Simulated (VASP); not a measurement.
A run of VASP 6.6.1:

The input INCAR:

```
AGGAC = 1.0
AGGAX = 1.0
ALDAC = 0.0
ALDAX = 1.0
ALGO = Normal
EDIFF = 1E-6
ENCUT = 520
GGA = B5
ISIF = 2
ISMEAR = -1
LASPH = T
LCHARG = F
LREAL = F
LWAVE = F
NBANDS = 28
NELM = 60
PREC = Accurate
SIGMA = 0.1
```

File KPOINTS:

```
k-points
0
Gamma
  7 7 10
```

POSCAR

```
Pb
1.0
    6.0456733284      0.0000000000      0.0000000000
   -3.0228366642      5.2357066854      0.0000000000
    0.0000000000      0.0000000000      3.5965612391
Pb
3
Direct
    0.0000000000      1.0000000000      0.0000000000
    0.3333333333      0.6666666667      0.5000000000
    0.6666666667      0.3333333333      0.5000000000
```

Potentials or basis: VASP PAW PBE potentials, release 64 (Pb_d).

Command:

```sh
$ cat potpaw_PBE.64/Pb_d/POTCAR > POTCAR
$ mpirun -np 1 vasp_std > vasp.out
```

Hardware: 1 thread of Intel(R) Xeon(R) 6975P-C (Granite Rapids), on a shared host.

**Question.** Estimate the wall time of this run.

**Answer.** Run time: 72 s on 1 thread of Intel(R) Xeon(R) 6975P-C (Granite Rapids), with other jobs on the host, peak memory 0.29 GiB. Counts: scf iterations 12, k points 48.
